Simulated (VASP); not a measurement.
Input of a VASP 6.6.1 run:

The input INCAR:

```
PREC     = Accurate       # precision mode
ENCUT    = 520            # plane-wave cutoff, eV
EDIFF    = 1E-6           # SCF threshold, eV
ISMEAR   = 0              # smearing method
SIGMA    = 0.1            # smearing width, eV
LREAL    = F              # projectors in reciprocal space
LASPH    = T              # aspherical terms in the spheres
NELM     = 100            # most SCF steps
ALGO     = Normal         # electronic algorithm
ISIF     = 2              # what is computed and relaxed
LWAVE    = F              # write WAVECAR
LCHARG   = F              # write CHGCAR
GGA      = PE             # functional
NBANDS   = 19             # bands
```

KPOINTS

```
Automatic mesh
0
Gamma
  6 6 6
```

Contents of POSCAR:

```
HfC3
1.0
    3.4570425756      0.0000000000      0.0000000000
    0.0000000000      3.4570425756      0.0000000000
    0.0000000000      0.0000000000      3.4570425756
Hf C
1 3
Direct
    0.0000000000      0.0000000000      0.0000000000
    0.0000000000      0.5000000000      0.5000000000
    0.5000000000      0.0000000000      0.5000000000
    0.5000000000      0.5000000000      0.0000000000
```

Potentials or basis: VASP PAW PBE potentials, release 64 (Hf_pv, C).

Command:

```console
$ cat potpaw_PBE.64/Hf_pv/POTCAR potpaw_PBE.64/C/POTCAR > POTCAR
$ mpirun -np 1 vasp_std > vasp.out
```

Q: Estimate the pressure.

A: -14.9 GPa.

Q: What does it give for the band gap on the k mesh?

A: Zero (bands 11 and 12 overlap by 4.51 eV).

Caveat: the cell stands under tension; spin-orbit coupling is left out, which moves the levels of the heavy elements.
